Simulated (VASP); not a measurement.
# Lu (P6/mmm) in VASP: notebook

Runs on Lu. Level: PBE. Tasks: single point.

All numbers are computed with VASP 6.6.1; they aren't measurements. Logs are shortened: lines on timing, memory, paths and dates and some standing lists are left out, and cuts for length are marked.

## (1) The cell of the first run

Symmetry: P6/mmm, No. 191, hexagonal system. The conventional cell has a = 2.744 Å, b = 2.744 Å, c = 2.615 Å, α = 90.00°, β = 90.00°, γ = 120.00°. Within 3.5 Å of Lu (site symmetry 6/mmm) lie 8 Lu at 2.62 to 2.74 Å.

This isn't the form of Lu at room conditions, which is hcp.

## (2) Single point, PBE (17.06 Å³/atom)

Input file INCAR:

```
SYSTEM = Lu
PREC = Accurate
ENCUT = 520
EDIFF = 1E-6
ISMEAR = -1
SIGMA = 0.08
LREAL = .FALSE.
LASPH = .TRUE.
NELM = 60
ALGO = Normal
ISIF = 2
LWAVE = .FALSE.
LCHARG = .TRUE.
GGA = PE
LELF = .TRUE.
LVHAR = .TRUE.
NBANDS = 18
```

Input file KPOINTS:

```
regular mesh
0
G
  13 13 12
  0 0 0
```

Input file POSCAR:

```
Lu
1.0
    2.7440484571      0.0000000000      0.0000000000
   -1.3720242286      2.3764156731      0.0000000000
    0.0000000000      0.0000000000      2.6154169280
Lu
1
Direct
    0.0000000000      0.0000000000      0.0000000000
```

Potentials or basis: VASP PAW PBE potentials, release 64 (Lu).

The run is started by

```console
cat potpaw_PBE.64/Lu/POTCAR > POTCAR
mpirun -np 1 vasp_std > vasp.out
```

OUTCAR:

```text
SYSTEM = Lu
   PREC = Accurate
   ENCUT = 520
   EDIFF = 1E-6
   ISMEAR = -1
   LREAL = .FALSE.
   LASPH = .TRUE.
   NELM = 60
   ISIF = 2
   GGA = PE

 ion  position               nearest neighbor table
   1  0.000  0.000  0.000-

  LATTYP: Found a hexagonal cell.
 ALAT       =     2.7440484571
 C/A-ratio  =     0.9531234484

  Lattice vectors:

 A1 = (   2.7440484571,   0.0000000000,   0.0000000000)
 A2 = (  -1.3720242286,   2.3764156731,   0.0000000000)
 A3 = (   0.0000000000,   0.0000000000,   2.6154169280)

Analysis of symmetry for initial positions (statically):
=====================================================================
 Subroutine PRICEL returns:
 Original cell was already a primitive cell.

 Routine SETGRP: Setting up the symmetry group for a
 hexagonal supercell.

 Subroutine GETGRP returns: Found 24 space group operations
 (whereof 24 operations were pure point group operations)
 out of a pool of 24 trial point group operations.

The static configuration has the point symmetry D_6h.

Analysis of symmetry for dynamics (positions and initial velocities):
=====================================================================
 Subroutine PRICEL returns:
 Original cell was already a primitive cell.

 Routine SETGRP: Setting up the symmetry group for a
 hexagonal supercell.

 Subroutine GETGRP returns: Found 24 space group operations
 (whereof 24 operations were pure point group operations)
 out of a pool of 24 trial point group operations.

The dynamic configuration has the point symmetry D_6h.

 Subroutine INISYM returns: Found 24 space group operations
 (whereof 24 operations are pure point group operations),
 and found     1 'primitive' translations

----------------------------------------------------------------------------------------

                                     Primitive cell

  volume of cell :      17.0551

  direct lattice vectors                    reciprocal lattice vectors
     2.744048457  0.000000000  0.000000000     0.364425051  0.210400902  0.000000000
    -1.372024229  2.376415673  0.000000000     0.000000000  0.420801803  0.000000000
     0.000000000  0.000000000  2.615416928     0.000000000  0.000000000  0.382348217

  length of vectors
     2.744048457  2.744048457  2.615416928     0.420801803  0.420801803  0.382348217

  position of ions in fractional coordinates (direct lattice)
     0.000000000  0.000000000  0.000000000

  ion indices of the primitive-cell ions
   primitive index   ion index
                 1           1

----------------------------------------------------------------------------------------

 KPOINTS: regular mesh

Automatic generation of k-mesh.
 Grid dimensions read from file:
 generate k-points for:   13   13   12

 Generating k-lattice:

  Cartesian coordinates                     Fractional coordinates (reciprocal lattice)
     0.028032696  0.016184685  0.000000000     0.076923077  0.000000000  0.000000000
     0.000000000  0.032369369  0.000000000     0.000000000  0.076923077  0.000000000
     0.000000000  0.000000000  0.031862351     0.000000000  0.000000000  0.083333333

  Length of vectors
     0.032369369  0.032369369  0.031862351

  Shift w.r.t. Gamma in fractional coordinates (k-lattice)
     0.000000000  0.000000000  0.000000000

 Subroutine IBZKPT returns following result:
 ===========================================

 Found    147 irreducible k-points:

 Following reciprocal coordinates:
            Coordinates               Weight
  0.000000  0.000000  0.000000      1.000000
  0.076923  0.000000  0.000000      6.000000
  0.153846  0.000000  0.000000      6.000000
  0.230769 -0.000000  0.000000      6.000000
  0.307692  0.000000  0.000000      6.000000
  0.384615 -0.000000  0.000000      6.000000
[... 16 lines left out ...]
  0.076923  0.000000  0.083333     12.000000
  0.153846  0.000000  0.083333     12.000000
 [... further k-points ...]
   k-points           NKPTS =    147   k-points in BZ     NKDIM =    147   number of bands    NBANDS=     18
   number of dos      NEDOS =    301   number of ions     NIONS =      1
   total plane-waves  NPLWV =   8000
   dimension x,y,z NGX =    20 NGY =   20 NGZ =   20
   dimension x,y,z NGXF=    40 NGYF=   40 NGZF=   40
   ions per type =               1
   NGX,Y,Z   is equivalent  to a cutoff of  12.12, 12.12, 12.71 a.u.
   NGXF,Y,Z  is equivalent  to a cutoff of  24.23, 24.23, 25.43 a.u.
 SYSTEM =  Lu
   PREC   = accura    normal or accurate (medium, high low for compatibility)
   ISTART =      0    job   : 0-new  1-cont  2-samecut
   ICHARG =      2    charge: 1-file 2-atom 10-const
   ISPIN  =      1    spin polarized calculation?
   LNONCOLLINEAR =      F non collinear calculations
   LSORBIT =      F    spin-orbit coupling
   LASPH  =      T    aspherical Exc in radial PAW
   ENCUT  =  520.0 eV  38.22 Ry    6.18 a.u.   5.10  5.10  4.86*2*pi/ulx,y,z
   NELM   =     60;   NELMIN=  2; NELMDL= -5     # of ELM steps
   EDIFF  = 0.1E-05   stopping-criterion for ELM
   LREAL  =      F    real-space projection
[... 7 lines left out ...]
   TEBEG  =    0.0;   TEEND  =   0.0 temperature during run
   PSTRESS=    0.0 pullay stress
   NELECT =      25.0000    total number of electrons
   NUPDOWN=      -1.0000    fix difference up-down
   EMIN   =  10.00;   EMAX   =-10.00  energy-range for DOS
   EFERMI =   0.00;   METHOD = LEGACY
   ISMEAR =    -1;   SIGMA  =   0.08  broadening in eV -4-tet -1-fermi 0-gaus
   EFERMI_NEDOS =   21; number of points for ismear=-14 and -15
   IALGO  =     38    algorithm
   IMIX   =      4    mixing-type and parameters
     AMIX     =   0.40;   BMIX     =  1.00
     AMIX_MAG =   1.60;   BMIX_MAG =  1.00
  volume/ion in A,a.u.               =      17.06       115.09
  Fermi-wavevector in a.u.,A,eV,Ry     =   1.859672  3.514271 47.054140  3.458382
  Thomas-Fermi vector in A             =   2.907851
   LORBIT       =      0    0 simple, 1 ext, 2 COOP (PROOUT), +10 PAW based schemes
   GGA     = PE    functional components
   LHFCALC =     F    Hartree Fock is set to
   AEXX    =    0.0000 exact exchange contribution
   IVDW    =     0    specifies the selected vdW correction
   LEPSILON=     F    determine dielectric tensor
   LRPA    =     F    only Hartree local field effects (RPA)
 non-spin polarized calculation
  energy-cutoff  :      520.00
  volume of cell :       17.06
 maximum number of plane-waves:       472
   NGX = 11   NGY = 11   NGZ =  9

 number of electron      24.9999990 magnetization

 Free energy of the ion-electron system (eV)
  ---------------------------------------------------
  ext. energy  EPLUGINS =         0.00000000
  ---------------------------------------------------
  free energy    TOTEN  =        -2.41259084 eV

  energy without entropy =       -2.38296572  energy(sigma->0) =       -2.39777828

 E-fermi :   4.4902     XC(G=0): -13.5636

 val. band max:        4.4835591775   @ k =   0.2308   0.2308   0.1667
 cond. band min:       4.4991592173   @ k =   0.3077   0.2308   0.5000
 fundamental gap:      0.0156000398
 Fermi energy:         4.4901851048

 k-point     1 :       0.0000    0.0000    0.0000
  band No.  band energies     occupation
      1     -51.4082      2.00000
      2     -20.7967      2.00000
      3     -20.6945      2.00000
      4     -20.6945      2.00000
      5      -2.2320      2.00000
      6      -0.4622      2.00000
[... 10 lines left out ...]
     17      15.7780      0.00000
     18      18.0703      0.00000

 k-point     2 :       0.0769    0.0000    0.0000
  band No.  band energies     occupation
      1     -51.3889      2.00000
      2     -20.8912      2.00000
      3     -20.7763      2.00000
      4     -20.7343      2.00000
      5      -1.9164      2.00000
      6      -0.4520      2.00000
[... 10 lines left out ...]
     17      15.6858      0.00000
     18      18.9102      0.00000

 k-point     3 :       0.1538    0.0000    0.0000
  band No.  band energies     occupation
      1     -51.3350      2.00000
      2     -21.4097      2.00000
      3     -20.8432      2.00000
      4     -20.7192      2.00000
      5      -1.0891      2.00000
      6      -0.4153      2.00000
[... 10 lines left out ...]
     17      15.4385      0.00000
     18      21.0281      0.00000

 k-point     4 :       0.2308   -0.0000    0.0000
  band No.  band energies     occupation
      1     -51.2581      2.00000
      2     -22.0852      2.00000
      3     -20.9933      2.00000
      4     -20.6378      2.00000
      5      -0.4141      2.00000
      6      -0.2987      2.00000
[... 10 lines left out ...]
     17      15.1081      0.00000
     18      21.0011      0.00000

 k-point     5 :       0.3077    0.0000    0.0000
  band No.  band energies     occupation
      1     -51.1754      2.00000
      2     -22.7460      2.00000
      3     -21.1482      2.00000
      4     -20.5499      2.00000
      5      -0.3784      2.00000
      6      -0.2773      2.00000
[... 10 lines left out ...]
     17      14.7777      0.00000
     18      19.5360      0.00000

 k-point     6 :       0.3846   -0.0000    0.0000
  band No.  band energies     occupation
      1     -51.1059      2.00000
      2     -23.2584      2.00000
      3     -21.2734      2.00000
      4     -20.4761      2.00000
      5      -0.4003      2.00000
      6      -0.2680      2.00000
[... 10 lines left out ...]
     17      14.5174      0.00000
     18      19.1643      0.00000

 k-point     7 :       0.4615   -0.0000    0.0000
  band No.  band energies     occupation
      1     -51.0662      2.00000
      2     -23.5356      2.00000
      3     -21.3430      2.00000
      4     -20.4339      2.00000
      5      -0.4140      2.00000
      6      -0.2878      2.00000
[... 10 lines left out ...]
     17      15.9974      0.00000
     18      20.0115      0.00000

 k-point     8 :       0.0769    0.0769    0.0000
  band No.  band energies     occupation
      1     -51.3523      2.00000
      2     -21.2389      2.00000
      3     -20.8184      2.00000
      4     -20.7375      2.00000
      5      -1.3404      2.00000
      6      -0.4303      2.00000
[... 10 lines left out ...]
     17      15.4851      0.00000
     18      20.3786      0.00000
[... 229 lines left out ...]
     17      14.9628      0.00000
     18      17.9961      0.00000

 k-point    20 :       0.3846    0.2308    0.0000
  band No.  band energies     occupation
      1     -51.0275      2.00000
      2     -23.1614      2.00000
      3     -22.2289      2.00000
      4     -20.3930      2.00000
      5      -0.3748      2.00000
      6      -0.3169      2.00000
[... 10 lines left out ...]
     17      16.1728      0.00000
     18      16.2610      0.00000

 k-point    21 :       0.3077    0.3077    0.0000
  band No.  band energies     occupation
      1     -51.0203      2.00000
      2     -22.9506      2.00000
      3     -22.5326      2.00000
      4     -20.3853      2.00000
      5      -0.3573      2.00000
      6      -0.3196      2.00000
[... 10 lines left out ...]
     17      15.5294      0.00000
     18      16.7759      0.00000

 k-point    22 :       0.0000    0.0000    0.0833
  band No.  band energies     occupation
      1     -51.3893      2.00000
      2     -21.0289      2.00000
      3     -20.6761      2.00000
      4     -20.6761      2.00000
      5      -1.9471      2.00000
      6      -0.4591      2.00000
[... 10 lines left out ...]
     17      15.1992      0.00000
     18      18.2060      0.00000

 k-point    23 :       0.0769    0.0000    0.0833
  band No.  band energies     occupation
      1     -51.3700      2.00000
      2     -21.0110      2.00000
      3     -20.8677      2.00000
      4     -20.7158      2.00000
      5      -1.6310      2.00000
      6      -0.4488      2.00000
[... 10 lines left out ...]
     17      15.0960      0.00000
     18      19.0362      0.00000

 k-point    24 :       0.1538    0.0000    0.0833
  band No.  band energies     occupation
      1     -51.3163      2.00000
      2     -21.3907      2.00000
      3     -20.9422      2.00000
      4     -20.8243      2.00000
      5      -0.8070      2.00000
      6      -0.4096      2.00000
[... 10 lines left out ...]
     17      14.8225      0.00000
     18      21.1103      0.00000

 [... further k-points ...]

------------------------ aborting loop because EDIFF is reached ----------------------------------------

  FORCE on cell =-STRESS in cart. coord.  units (eV):
  Direction    XX          YY          ZZ          XY          YZ          ZX
  --------------------------------------------------------------------------------------
  -------------------------------------------------------------------------------------
  Total        6.3916913      6.3916913      6.3941135     -0.0000000     -0.0000000      0.0000000
  in kB      600.4422716    600.4422716    600.6698173     -0.0000000     -0.0000000      0.0000000
  external PRESSURE =     600.5181202 kB  Pullay stress =       0.0000000 kB

 VOLUME and BASIS-vectors are now :
 -----------------------------------------------------------------------------
  energy-cutoff  :      520.00
  volume of cell :       17.06
      direct lattice vectors                 reciprocal lattice vectors
     2.744048457  0.000000000  0.000000000     0.364425051  0.210400902  0.000000000
    -1.372024229  2.376415673  0.000000000     0.000000000  0.420801803  0.000000000
     0.000000000  0.000000000  2.615416928     0.000000000  0.000000000  0.382348217

 POSITION                                       TOTAL-FORCE (eV/Angst)
 -----------------------------------------------------------------------------------
      0.00000      0.00000      0.00000         0.000000      0.000000      0.000000
 -----------------------------------------------------------------------------------
    total drift:                               -0.000000      0.000000      0.000000

  FREE ENERGIE OF THE ION-ELECTRON SYSTEM (eV)
  ---------------------------------------------------
  free  energy   TOTEN  =        -2.4125908417 eV

  energy  without entropy=       -2.3829657191  energy(sigma->0) =       -2.39777828
```

Wall time 58 s (1 thread of Intel Xeon 8259CL, shared host); peak memory 0.17 GiB.

Results:

```yaml
Free_energy: -2.4126 eV
Pressure: 60.1 GPa
Band_gap_on_the_k_mesh: zero (an odd number of electrons rules out a gap without spin polarisation)
```

Levels at points of the mesh, in eV from the Fermi level:
| k point | band 9 | band 10 | band 11 | band 12 | band 13 | band 14 | band 15 | band 16 | band 17 | band 18 |
| --- | --- | --- | --- | --- | --- | --- | --- | --- | --- | --- |
| (0.00, 0.00, 0.00) | -4.59 | -4.59 | -4.59 | -4.39 | -1.47 | 2.85 | 2.85 | 11.29 | 11.29 | 13.58 |
| (0.00, 0.00, 0.50) | -4.43 | -4.43 | -4.38 | -2.52 | 1.60 | 4.21 | 4.21 | 5.83 | 5.83 | 16.25 |

Caveat: the cell stands under pressure; spin-orbit coupling is left out, which moves the levels of the heavy elements.

## (3) Single point, PBE

This run uses another cell than the first one, of 20.16 Å³/atom.

Input file INCAR:

```
  PREC = Accurate
  ENCUT = 520
  EDIFF = 1E-7
  ISMEAR = -1
  SIGMA = 0.08
  LREAL = False
  LASPH = True
  NELM = 100
  ALGO = Normal
  ISIF = 2
  LWAVE = False
  LCHARG = False
  GGA = PE
  NBANDS = 18
```

Input file KPOINTS:

```
Automatic mesh
0
Gamma
  13 13 12
```

Input file POSCAR:

```
Lu
1.0
    2.8984632334      0.0000000000      0.0000000000
   -1.4492316167      2.5101427920      0.0000000000
    0.0000000000      0.0000000000      2.7703813732
Lu
1
Direct
    0.0000000000      0.0000000000      0.0000000000
```

Potentials or basis: VASP PAW PBE potentials, release 64 (Lu).

The run is started by

```console
cat potpaw_PBE.64/Lu/POTCAR > POTCAR
mpirun -np 1 vasp_std > vasp.out
```

Run time: 92 s. Hardware: 1 thread of Intel Xeon 8259CL, shared host; peak memory 0.19 GiB.

Results (log left out):

```
Free energy            : -3.2709 eV
Pressure               : 31.6 GPa
Band gap on the k mesh : zero (an odd number of electrons rules out a gap without spin polarisation)
```

Stress tensor (GPa, compression positive):
```
31.64  0.00  0.00
 0.00 31.64  0.00
 0.00  0.00 31.52
```

Levels at points of the mesh, in eV from the Fermi level:
```tsv
k point	band 11	band 12	band 13	band 14	band 15	band 16
(0.00, 0.00, 0.00)	-4.58	-4.43	-0.99	2.78	2.78	9.70
(0.00, 0.00, 0.50)	-4.43	-2.73	0.74	3.89	3.89	5.29
```

Caveat: the cell stands under pressure; spin-orbit coupling is left out, which moves the levels of the heavy elements.

(Continued in part 2 of 2.)
